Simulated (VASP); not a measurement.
The system is CuO.

```
Cu O
1.0
     2.34465   -1.71340    0.00000
     2.34465    1.71340    0.00000
    -0.86055    0.00000    5.05944
Cu O
2 2
Direct
  0.00320 0.49680 0.00000
  0.49680 0.00320 0.50000
  0.57140 0.40560 0.25370
  0.40560 0.57140 0.75370
```

Base run:

```yaml
Program: VASP 6.6.1
Functional: LDA
Potentials_or_basis: VASP PAW LDA potentials, release 64 (Cu, O)
Cutoff: 520 eV
k_mesh: 7 × 7 × 4
Occupations: gaussian, width 0.05 eV
Spin: collinear spin, ferromagnetic start
Starting_moments: "[0.51, 0.51, 0.29, 0.29] μB"
Hubbard_terms: Cu d U = 5.0 eV
```

Its results: pressure -11.3 GPa; site moments Cu +0.64; O +0.30 μB; largest force 0.732 eV/Å.

**Question.** The run is repeated on the same cell with these changes: moments at the start from [0.51, 0.51, 0.29, 0.29] to [0.51, 0.51, 0.28, 0.28]; fixed moment from none to 1.5 μB. What comes out?

**Answer.** Pressure -11.7 GPa; site moments Cu +0.50; O +0.22 μB; largest force 0.735 eV/Å.

Caveats: the cell stands under tension; the total moment is fixed, so each spin has its own Fermi level (at least some runs).
